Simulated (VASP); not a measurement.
# SrTiO3 (Ibam) in VASP: notebook

SrTiO3 is run at these levels: PBE; tasks: single point.

Everything below comes from runs of VASP 6.6.1. Logs are shortened: lines on timing, memory, paths and dates and some standing lists are left out, and cuts for length are marked.

### Step 1. The cell of the first run

It takes space group Ibam (No. 72, orthorhombic). The conventional cell has a = 5.555 Å, b = 5.611 Å, c = 7.893 Å, α = 90.00°, β = 90.00°, γ = 90.00°. Sr (site symmetry 222) has 12 O at 2.67 to 2.92 Å and 8 Ti at 3.41 to 3.43 Å within 3.5 Å. Within 2.6 Å of Ti (site symmetry 2/m) lie 6 O at 1.97 to 1.98 Å. O (site symmetry 222) has 2 Ti at 1.97 Å within 2.6 Å. Within 3.0 Å of O (site symmetry m) lie 2 Ti at 1.98 Å and 4 Sr at 2.67 to 2.92 Å and 8 O at 2.79 to 2.82 Å.

### Step 2. Single point, PBE (strain +0.0100 x Voigt [0, 1, 0, 0, 0, 0])

File INCAR:

```
  PREC = Accurate
  ENCUT = 520
  EDIFF = 1E-6
  ISMEAR = 0
  SIGMA = 0.05
  LREAL = F
  LASPH = T
  NELM = 80
  ALGO = Normal
  ISIF = 2
  LWAVE = F
  LCHARG = F
  GGA = PE
  NBANDS = 51
```

File KPOINTS:

```
Automatic mesh
0
Gamma
  8 8 8
```

File POSCAR:

```
SrTiO3
1.0
   -2.7777137596      2.8054908972      3.9464442078
    2.7777137596     -2.8054908972      3.9464442078
    2.7777137596      2.8054908972     -3.9464442078
Sr Ti O
2 2 6
Direct
    0.7500000000      0.2500000000      0.5000000000
    0.2500000000      0.7500000000      0.5000000000
    0.0000000000      0.0000000000      0.0000000000
    0.5000000000      0.5000000000      0.0000000000
    0.2500000000      0.2500000000      0.0000000000
    0.7500000000      0.7500000000      0.0000000000
    0.7281949606      0.2281949606      0.9563899212
    0.2281949606      0.2718050394      0.5000000000
    0.2718050394      0.7718050394      0.0436100788
    0.7718050394      0.7281949606      0.5000000000
```

Potentials or basis: VASP PAW PBE potentials, release 64 (Sr_sv, Ti_sv, O).

Started as:

```console
> cat potpaw_PBE.64/Sr_sv/POTCAR potpaw_PBE.64/Ti_sv/POTCAR potpaw_PBE.64/O/POTCAR > POTCAR
> mpirun -np 1 vasp_std > vasp.out
```

OUTCAR:

```text
PREC = Accurate
   ENCUT = 520
   EDIFF = 1E-6
   ISMEAR = 0
   LREAL = F
   LASPH = T
   NELM = 80
   ISIF = 2
   GGA = PE

 ion  position               nearest neighbor table
   1  0.750  0.250  0.500-   7 2.67   8 2.67   9 2.67  10 2.67   6 2.78   6 2.78   5 2.81   5 2.81
                            10 2.92   9 2.92   8 2.92   7 2.92   4 3.41   3 3.41   3 3.41   4 3.41
   2  0.250  0.750  0.500-   7 2.67   8 2.67   9 2.67  10 2.67   5 2.78   5 2.78   6 2.81   6 2.81
                             9 2.92  10 2.92   8 2.92   7 2.92   3 3.41   4 3.41   3 3.41   4 3.41
   3  0.000  0.000  0.000-   5 1.97   6 1.97   8 1.98  10 1.98   9 1.98   7 1.98   2 3.41   2 3.41
                             1 3.41   1 3.41   1 3.43   2 3.43   2 3.43   1 3.43
   4  0.500  0.500  0.000-   5 1.97   6 1.97   7 1.98   9 1.98  10 1.98   8 1.98   1 3.41   1 3.41
                             2 3.41   2 3.41   2 3.43   1 3.43   2 3.43   1 3.43
   5  0.250  0.250  0.000-   3 1.97   4 1.97   2 2.78   2 2.78   1 2.81   1 2.81
   6  0.750  0.750  0.000-   3 1.97   4 1.97   1 2.78   1 2.78   2 2.81   2 2.81
   7  0.728  0.228  0.956-   4 1.98   3 1.98   1 2.67   2 2.67   2 2.92   1 2.92
   8  0.228  0.272  0.500-   3 1.98   4 1.98   1 2.67   2 2.67   1 2.92   2 2.92
   9  0.272  0.772  0.044-   4 1.98   3 1.98   1 2.67   2 2.67   2 2.92   1 2.92
  10  0.772  0.728  0.500-   3 1.98   4 1.98   1 2.67   2 2.67   1 2.92   2 2.92

  LATTYP: Found a body centered orthorhombic cell.
 ALAT       =     5.5554275192
 B/A-ratio  =     1.0100000000
 C/A-ratio  =     1.4207526582

  Lattice vectors:

 A1 = (  -2.7777137596,   2.8054908972,   3.9464442078)
 A2 = (   2.7777137596,  -2.8054908972,   3.9464442078)
 A3 = (   2.7777137596,   2.8054908972,  -3.9464442078)

Analysis of symmetry for initial positions (statically):
=====================================================================
 Subroutine PRICEL returns:
 Original cell was already a primitive cell.

 Routine SETGRP: Setting up the symmetry group for a
 body centered orthorhombic supercell.

 Subroutine GETGRP returns: Found  8 space group operations
 (whereof  4 operations were pure point group operations)
 out of a pool of  8 trial point group operations.

The static configuration has the point symmetry C_2h.
 The point group associated with its full space group is D_2h.

Analysis of symmetry for dynamics (positions and initial velocities):
=====================================================================
 Subroutine PRICEL returns:
 Original cell was already a primitive cell.

 Routine SETGRP: Setting up the symmetry group for a
 body centered orthorhombic supercell.

 Subroutine GETGRP returns: Found  8 space group operations
 (whereof  4 operations were pure point group operations)
 out of a pool of  8 trial point group operations.

The dynamic configuration has the point symmetry C_2h.
 The point group associated with its full space group is D_2h.

 Subroutine INISYM returns: Found  8 space group operations
 (whereof  4 operations are pure point group operations),
 and found     1 'primitive' translations

----------------------------------------------------------------------------------------

                                     Primitive cell

  volume of cell :     123.0162

  direct lattice vectors                    reciprocal lattice vectors
    -2.777713760  2.805490897  3.946444208     0.000000000  0.178221929  0.126696331
     2.777713760 -2.805490897  3.946444208     0.180004148  0.000000000  0.126696331
     2.777713760  2.805490897 -3.946444208     0.180004148  0.178221929  0.000000000

  length of vectors
     5.582194442  5.582194442  5.582194442     0.218666450  0.220121452  0.253307224

  position of ions in fractional coordinates (direct lattice)
     0.750000000  0.250000000  0.500000000
     0.250000000  0.750000000  0.500000000
     0.000000000  0.000000000  0.000000000
     0.500000000  0.500000000  0.000000000
     0.250000000  0.250000000  0.000000000
     0.750000000  0.750000000  0.000000000
     0.728194961  0.228194961  0.956389921
     0.228194961  0.271805039  0.500000000
     0.271805039  0.771805039  0.043610079
     0.771805039  0.728194961  0.500000000

  ion indices of the primitive-cell ions
   primitive index   ion index
                 1           1
                 2           2
                 3           3
                 4           4
                 5           5
                 6           6
                 7           7
                 8           8
                 9           9
                10          10

----------------------------------------------------------------------------------------

 KPOINTS: Automatic mesh

Automatic generation of k-mesh.
 Grid dimensions read from file:
 generate k-points for:    8    8    8

 Generating k-lattice:

  Cartesian coordinates                     Fractional coordinates (reciprocal lattice)
     0.000000000  0.022277741  0.015837041     0.125000000 -0.000000000  0.000000000
     0.022500519  0.000000000  0.015837041     0.000000000  0.125000000  0.000000000
     0.022500519  0.022277741  0.000000000     0.000000000 -0.000000000  0.125000000

  Length of vectors
     0.027333306  0.027515182  0.031663403

  Shift w.r.t. Gamma in fractional coordinates (k-lattice)
     0.000000000  0.000000000  0.000000000

 Subroutine IBZKPT returns following result:
 ===========================================

 Found     95 irreducible k-points:

 Following reciprocal coordinates:
            Coordinates               Weight
  0.000000  0.000000  0.000000      1.000000
  0.125000  0.000000  0.000000      4.000000
  0.250000  0.000000  0.000000      4.000000
  0.375000  0.000000  0.000000      4.000000
  0.500000  0.000000  0.000000      2.000000
 -0.000000  0.125000  0.000000      4.000000
[... 16 lines left out ...]
  0.125000  0.375000  0.000000      8.000000
  0.250000  0.375000  0.000000      8.000000
 [... further k-points ...]
   k-points           NKPTS =     95   k-points in BZ     NKDIM =     95   number of bands    NBANDS=     51
   number of dos      NEDOS =    301   number of ions     NIONS =     10
   total plane-waves  NPLWV =  74088
   dimension x,y,z NGX =    42 NGY =   42 NGZ =   42
   dimension x,y,z NGXF=    84 NGYF=   84 NGZF=   84
   ions per type =               2   2   6
   NGX,Y,Z   is equivalent  to a cutoff of  12.51, 12.51, 12.51 a.u.
   NGXF,Y,Z  is equivalent  to a cutoff of  25.02, 25.02, 25.02 a.u.
 SYSTEM =  unknown system
   PREC   = accura    normal or accurate (medium, high low for compatibility)
   ISTART =      0    job   : 0-new  1-cont  2-samecut
   ICHARG =      2    charge: 1-file 2-atom 10-const
   ISPIN  =      1    spin polarized calculation?
   LNONCOLLINEAR =      F non collinear calculations
   LSORBIT =      F    spin-orbit coupling
   LASPH  =      T    aspherical Exc in radial PAW
   ENCUT  =  520.0 eV  38.22 Ry    6.18 a.u.  10.38 10.38 10.38*2*pi/ulx,y,z
   NELM   =     80;   NELMIN=  2; NELMDL= -5     # of ELM steps
   EDIFF  = 0.1E-05   stopping-criterion for ELM
   LREAL  =      F    real-space projection
   EDIFFG = 0.1E-04   stopping-criterion for IOM
   NSW    =      0    number of steps for IOM
   IBRION =     -1    ionic relax: 0-MD 1-quasi-New 2-CG
   NFREE  =      0    steps in history (QN), initial steepest desc. (CG)
   ISIF   =      2    stress and relaxation
   ISYM   =      2    0-nonsym 1-usesym 2-fastsym
   POTIM  = 0.5000    time-step for ionic-motion
   TEBEG  =    0.0;   TEEND  =   0.0 temperature during run
   PSTRESS=    0.0 pullay stress
   NELECT =      80.0000    total number of electrons
   NUPDOWN=      -1.0000    fix difference up-down
   EMIN   =  10.00;   EMAX   =-10.00  energy-range for DOS
   EFERMI =   0.00;   METHOD = LEGACY
   ISMEAR =     0;   SIGMA  =   0.05  broadening in eV -4-tet -1-fermi 0-gaus
   EFERMI_NEDOS =   21; number of points for ismear=-14 and -15
   IALGO  =     38    algorithm
   IMIX   =      4    mixing-type and parameters
     AMIX     =   0.40;   BMIX     =  1.00
     AMIX_MAG =   1.60;   BMIX_MAG =  1.00
  volume/ion in A,a.u.               =      12.30        83.02
  Fermi-wavevector in a.u.,A,eV,Ry     =   1.418352  2.680297 27.371149  2.011723
  Thomas-Fermi vector in A             =   2.539487
   LORBIT       =      0    0 simple, 1 ext, 2 COOP (PROOUT), +10 PAW based schemes
   GGA     = PE    functional components
   LHFCALC =     F    Hartree Fock is set to
   AEXX    =    0.0000 exact exchange contribution
   IVDW    =     0    specifies the selected vdW correction
   LEPSILON=     F    determine dielectric tensor
   LRPA    =     F    only Hartree local field effects (RPA)
 non-spin polarized calculation
 Gauss-broadening in eV      SIGMA  =   0.05
  energy-cutoff  :      520.00
  volume of cell :      123.02
 maximum number of plane-waves:      3333
 NGX is ok and might be reduce to    42
   NGX = 21   NGY = 21   NGZ = 21

 number of electron      80.0000032 magnetization

 Free energy of the ion-electron system (eV)
  ---------------------------------------------------
  ext. energy  EPLUGINS =         0.00000000
  ---------------------------------------------------
  free energy    TOTEN  =       -80.20796016 eV

  energy without entropy =      -80.20796016  energy(sigma->0) =      -80.20796016

 E-fermi :   4.1860     XC(G=0): -11.1008

 val. band max:        3.8159171726   @ k =   0.0000   0.0000   0.0000
 cond. band min:       5.6759171147   @ k =   0.0000   0.0000   0.0000
 fundamental gap:      1.8599999422
 Fermi energy:         4.1859845026

 k-point     1 :       0.0000    0.0000    0.0000
  band No.  band energies     occupation
      1     -52.7495      2.00000
      2     -52.7457      2.00000
      3     -29.0317      2.00000
      4     -29.0266      2.00000
      5     -29.0196      2.00000
      6     -28.9755      2.00000
[... 43 lines left out ...]
     50       9.5143      0.00000
     51       9.9121      0.00000

 k-point     2 :       0.1250    0.0000    0.0000
  band No.  band energies     occupation
      1     -52.7494      2.00000
      2     -52.7459      2.00000
      3     -29.0299      2.00000
      4     -29.0246      2.00000
      5     -29.0178      2.00000
      6     -28.9870      2.00000
[... 43 lines left out ...]
     50       9.6926      0.00000
     51      10.1650      0.00000

 k-point     3 :       0.2500    0.0000    0.0000
  band No.  band energies     occupation
      1     -52.7490      2.00000
      2     -52.7463      2.00000
      3     -29.0258      2.00000
      4     -29.0193      2.00000
      5     -29.0139      2.00000
      6     -29.0084      2.00000
[... 43 lines left out ...]
     50      10.1663      0.00000
     51      10.8733      0.00000
[... 1027 lines left out ...]
 k-point    23 :       0.1250    0.3750    0.0000
  band No.  band energies     occupation
      1     -52.7481      2.00000
      2     -52.7472      2.00000
      3     -29.0358      2.00000
      4     -29.0340      2.00000
      5     -29.0041      2.00000
      6     -29.0014      2.00000
[... 43 lines left out ...]
     50      10.6910      0.00000
     51      10.9056      0.00000

 k-point    24 :       0.2500    0.3750    0.0000
  band No.  band energies     occupation
      1     -52.7477      2.00000
      2     -52.7475      2.00000
      3     -29.0534      2.00000
      4     -29.0402      2.00000
      5     -29.0123      2.00000
      6     -28.9918      2.00000
[... 43 lines left out ...]
     50      10.6691      0.00000
     51      11.2418      0.00000

 [... further k-points ...]

------------------------ aborting loop because EDIFF is reached ----------------------------------------

  FORCE on cell =-STRESS in cart. coord.  units (eV):
  Direction    XX          YY          ZZ          XY          YZ          ZX
  --------------------------------------------------------------------------------------
  -------------------------------------------------------------------------------------
  Total       -0.2531649     -1.8909083     -0.2799967      0.0000000      0.0000000      0.0000000
  in kB       -3.2972496    -24.6274094     -3.6467099      0.0000000      0.0000000      0.0000000
  external PRESSURE =     -10.5237896 kB  Pullay stress =       0.0000000 kB

 VOLUME and BASIS-vectors are now :
 -----------------------------------------------------------------------------
  energy-cutoff  :      520.00
  volume of cell :      123.02
      direct lattice vectors                 reciprocal lattice vectors
    -2.777713760  2.805490897  3.946444208     0.000000000  0.178221929  0.126696331
     2.777713760 -2.805490897  3.946444208     0.180004148  0.000000000  0.126696331
     2.777713760  2.805490897 -3.946444208     0.180004148  0.178221929  0.000000000

 POSITION                                       TOTAL-FORCE (eV/Angst)
 -----------------------------------------------------------------------------------
      0.00000      2.80549      1.97322        -0.000000      0.000000      0.000000
      2.77771      0.00000      1.97322        -0.000000      0.000000      0.000000
      0.00000      0.00000      0.00000        -0.000000      0.000000      0.000000
      0.00000      0.00000      3.94644        -0.000000      0.000000      0.000000
      0.00000      0.00000      1.97322        -0.000000      0.000000      0.000000
      0.00000      0.00000      5.91967        -0.000000      0.000000      0.000000
      1.26772      4.08589      0.00000         0.010573      0.012453      0.000000
      1.50999      1.28040      0.00000        -0.010573      0.012453      0.000000
      1.50999     -1.28040      3.94644        -0.010573     -0.012453     -0.000000
      1.26772      1.52509      3.94644         0.010573     -0.012453      0.000000
 -----------------------------------------------------------------------------------
    total drift:                               -0.000000     -0.000000      0.000000

  FREE ENERGIE OF THE ION-ELECTRON SYSTEM (eV)
  ---------------------------------------------------
  free  energy   TOTEN  =       -80.2079601599 eV

  energy  without entropy=      -80.2079601599  energy(sigma->0) =      -80.20796016
```

Wall time 13 min (1 thread of Intel Xeon Platinum 8259CL at 2.50GHz (Skylake/Cascade Lake), shared host); peak memory 0.59 GiB.

What came out:

- Free energy: -80.2080 eV
- Pressure: -1.1 GPa
- Largest force: 0.016 eV/Å
- Band gap on the k mesh: 1.86 eV

Forces on the atoms (eV/Å):
```
Sr   0.000  0.000  0.000
Sr   0.000  0.000  0.000
Ti   0.000  0.000  0.000
Ti   0.000  0.000  0.000
O    0.000  0.000  0.000
O    0.000  0.000  0.000
O    0.011  0.012  0.000
O   -0.011  0.012  0.000
O   -0.011 -0.012  0.000
O    0.011 -0.012  0.000
```

Caveat: the cell differs from its parent crystal (strain +0.0100 x Voigt [0, 1, 0, 0, 0, 0]). A k mesh can miss the band edges.

### Step 3. Single point, PBE (strain +0.0175 x Voigt [0, 1, 0, 0, 0, 0])

File INCAR:

```
  PREC = Accurate
  ENCUT = 520
  EDIFF = 1E-6
  ISMEAR = 0
  SIGMA = 0.05
  LREAL = False
  LASPH = True
  NELM = 100
  ALGO = Normal
  ISIF = 2
  LWAVE = False
  LCHARG = False
  GGA = PE
  NBANDS = 51
```

File KPOINTS:

```
regular mesh
0
Gamma
  8 8 8
```

Changes to POSCAR since step 2:

```diff
@@ -2,5 +2,5 @@
 1.0
-   -2.7777137596      2.8054908972      3.9464442078
-    2.7777137596     -2.8054908972      3.9464442078
-    2.7777137596      2.8054908972     -3.9464442078
+   -2.7777137596      2.8263237504      3.9464442078
+    2.7777137596     -2.8263237504      3.9464442078
+    2.7777137596      2.8263237504     -3.9464442078
 Sr Ti O
```

Potentials or basis: VASP PAW PBE potentials, release 64 (Sr_sv, Ti_sv, O).

Started as:

```console
> cat potpaw_PBE.64/Sr_sv/POTCAR potpaw_PBE.64/Ti_sv/POTCAR potpaw_PBE.64/O/POTCAR > POTCAR
> mpirun -np 1 vasp_std > vasp.out
```

OUTCAR:

```text
PREC = Accurate
   ENCUT = 520
   EDIFF = 1E-6
   ISMEAR = 0
   LREAL = False
   LASPH = True
   NELM = 100
   ISIF = 2
   GGA = PE

 ion  position               nearest neighbor table
   1  0.750  0.250  0.500-   7 2.68   8 2.68   9 2.68  10 2.68   6 2.78   6 2.78   5 2.83   5 2.83
                             9 2.92   7 2.92   8 2.92  10 2.92   4 3.41   3 3.41   3 3.41   4 3.41
   2  0.250  0.750  0.500-   7 2.68   8 2.68   9 2.68  10 2.68   5 2.78   5 2.78   6 2.83   6 2.83
                             7 2.92  10 2.92   8 2.92   9 2.92   3 3.41   4 3.41   3 3.41   4 3.41
   3  0.000  0.000  0.000-   5 1.97   6 1.97   8 1.99  10 1.99   9 1.99   7 1.99   2 3.41   2 3.41
[... 1528 lines left out ...]

 VOLUME and BASIS-vectors are now :
 -----------------------------------------------------------------------------
  energy-cutoff  :      520.00
  volume of cell :      123.93
      direct lattice vectors                 reciprocal lattice vectors
    -2.777713760  2.826323750  3.946444208     0.000000000  0.176908254  0.126696331
     2.777713760 -2.826323750  3.946444208     0.180004148  0.000000000  0.126696331
     2.777713760  2.826323750 -3.946444208     0.180004148  0.176908254  0.000000000

 POSITION                                       TOTAL-FORCE (eV/Angst)
 -----------------------------------------------------------------------------------
      0.00000      2.82632      1.97322        -0.000000      0.000000     -0.000000
      2.77771      0.00000      1.97322        -0.000000      0.000000     -0.000000
      0.00000      0.00000      0.00000        -0.000000      0.000000     -0.000000
      0.00000      0.00000      3.94644        -0.000000      0.000000     -0.000000
      0.00000      0.00000      1.97322        -0.000000      0.000000     -0.000000
      0.00000      0.00000      5.91967        -0.000000      0.000000     -0.000000
      1.26772      4.11623      0.00000         0.017256      0.017517     -0.000000
      1.50999      1.28991      0.00000        -0.017256      0.017517      0.000000
      1.50999     -1.28991      3.94644        -0.017256     -0.017517     -0.000000
      1.26772      1.53642      3.94644         0.017256     -0.017517     -0.000000
 -----------------------------------------------------------------------------------
    total drift:                               -0.000000     -0.000000      0.000000

  FREE ENERGIE OF THE ION-ELECTRON SYSTEM (eV)
  ---------------------------------------------------
  free  energy   TOTEN  =       -80.1888198861 eV

  energy  without entropy=      -80.1888198861  energy(sigma->0) =      -80.18881989
```

stdout:

```text
POSCAR found type information on POSCAR SrTiO
 POSCAR found :  3 types and      10 ions
 scaLAPACK will be used
 LDA part: xc-table for (Slater+PW92), standard interpolation
 POSCAR, INCAR and KPOINTS ok, starting setup
 FFT: planning ... GRIDC
 FFT: planning ... GRID_SOFT
 FFT: planning ... GRID
 WAVECAR not read
 entering main loop
```

Run time: 6.6 min. Hardware: 1 thread of AMD EPYC 9R45 (Zen 5), shared host; peak memory 0.57 GiB.

What came out:

| Property | Result |
| --- | --- |
| Free energy | -80.1888 eV |
| Pressure | -2.2 GPa |
| Largest force | 0.025 eV/Å |
| Band gap on the k mesh | 1.83 eV |

Forces in eV/Å, atoms in the order of the input:
```
Sr   0.000  0.000  0.000
Sr   0.000  0.000  0.000
Ti   0.000  0.000  0.000
Ti   0.000  0.000  0.000
O    0.000  0.000  0.000
O    0.000  0.000  0.000
O    0.017  0.018  0.000
O   -0.017  0.018  0.000
O   -0.017 -0.018  0.000
O    0.017 -0.018  0.000
```

Stress tensor (GPa, compression positive):
```
-0.97  0.00  0.00
 0.00 -4.64  0.00
 0.00  0.00 -1.07
```

Caveat: the cell differs from its parent crystal (strain +0.0175 x Voigt [0, 1, 0, 0, 0, 0]). A k mesh can miss the band edges.
